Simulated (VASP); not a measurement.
Input of a VASP 6.6.1 run:

The input INCAR:

```
ALGO = Normal
EDIFF = 1E-6
EDIFFG = -0.005
ENCUT = 600
GGA = PS
IBRION = 2
ISIF = 3
ISMEAR = -1
LASPH = True
LCHARG = False
LREAL = False
LWAVE = False
NELM = 80
NSW = 60
PREC = Accurate
SIGMA = 0.1
```

File KPOINTS:

```
k-points
0
Gamma
  17 17 9
```

POSCAR

```
Ti
1.0
    2.9313902092      0.0000000000      0.0000000000
   -1.4656951046      2.5386583896      0.0000000000
    0.0000000000      0.0000000000      4.7488521389
Ti
2
Direct
    0.3333333333      0.6666666667      0.2500000000
    0.6666666667      0.3333333333      0.7500000000
```

Potentials or basis: VASP PAW PBE potentials, release 64 (Ti_sv).

The run is started by

```sh
$ cat potpaw_PBE.64/Ti_sv/POTCAR > POTCAR
$ mpirun -np 1 vasp_std > vasp.out
```

Estimate the relaxed cell.

a = 2.899 Å, b = 2.899 Å, c = 4.590 Å, α = 90.00°, β = 90.00°, γ = 120.00°.

What does it give for the space group after relaxing (to 0.1 Å)?

P6_3/mmc (No. 194).

Estimate the relaxed volume.

16.70 Å³/atom.

Final structure:
```
Ti
1.0
     2.89875    0.00000    0.00000
    -1.44938    2.51039    0.00000
     0.00000    0.00000    4.58982
Ti
2
Direct
  0.33333 0.66667 0.25000
  0.66667 0.33333 0.75000
```

Caveat: the PAW data sets were made with another functional, which shifts forces and pressure a little.
